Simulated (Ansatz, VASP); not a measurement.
**TiC in VASP and in Ansatz**

The input INCAR:

```
PREC     = Accurate       # precision mode
ENCUT    = 520            # plane-wave cutoff, eV
EDIFF    = 1E-8           # SCF threshold, eV
ISMEAR   = -1             # smearing method
SIGMA    = 0.03           # smearing width, eV
LREAL    = False          # projectors in reciprocal space
LASPH    = True           # aspherical terms in the spheres
NELM     = 80             # most SCF steps
ALGO     = Normal         # electronic algorithm
ISIF     = 2              # what is computed and relaxed
LWAVE    = False          # write WAVECAR
LCHARG   = False          # write CHGCAR
GGA      = PE             # functional
LEFG     = True         
NBANDS   = 15             # bands
```

KPOINTS

```
Automatic mesh
0
Gamma
  14 14 14
```

The input POSCAR:

```
TiC
1.0
    0.0000000000      2.1804149002      2.1315400000
    2.1804149002      0.0000000000      2.1315400000
    2.1804149002      2.1804149002      0.0000000000
Ti C
1 1
Direct
    0.0000000000      0.0000000000      0.0000000000
    0.5000000000      0.5000000000      0.5000000000
```

Input for Ansatz:

```yaml
crystal:
  lattice:
    - [0.0, 2.1804149002, 2.13154]
    - [2.1804149002, 0.0, 2.13154]
    - [2.1804149002, 2.1804149002, 0.0]
  atoms:
    - { symbol: Ti, position: [0.0, 0.0, 0.0] }
    - { symbol: C, position: [0.5, 0.5, 0.5] }
kpoints:
  mp_grid: { grid: [14, 14, 14] }
scf:
  occupations: { method: fermi_dirac, width: 0.03 }
hamiltonian:
  xc: pbe
  pseudopotentials: { kind: all_electron, datasets: crystal }
output:
  forces: true
  stress: true
  eigenvalues: true
  efg: { contact_densities: true }
```

Change from the starting cell: z stretched by -1.5 % at fixed volume, crystal datasets.

Alike in both runs: task electric field gradients; functional PBE; k mesh 14 × 14 × 14; occupations fermi-dirac, width 0.03 eV; no spin polarisation.

|  | VASP | Ansatz |
| --- | --- | --- |
| version | VASP 6.6.1 | Ansatz 0.2.0 |
| potentials or method | VASP PAW PBE potentials, release 64 (Ti_sv, C), cutoff 520 eV | all-electron PAW with datasets made for the crystal, scalar-relativistic |

VASP gave:

* pressure (GPa): 1.3
* traceless stress, the component that is largest in VASP (GPa): 6.16
* size of Vzz on the site where it differs most (V/Å²): 17.9

Task: Estimate Ansatz's values.

Result: Pressure (GPa): 1.1; traceless stress, the component that is largest in VASP (GPa): 6.12; size of Vzz on the site where it differs most (V/Å²): 18.9.

Ansatz ran all-electron here, and VASP with PAW potentials.
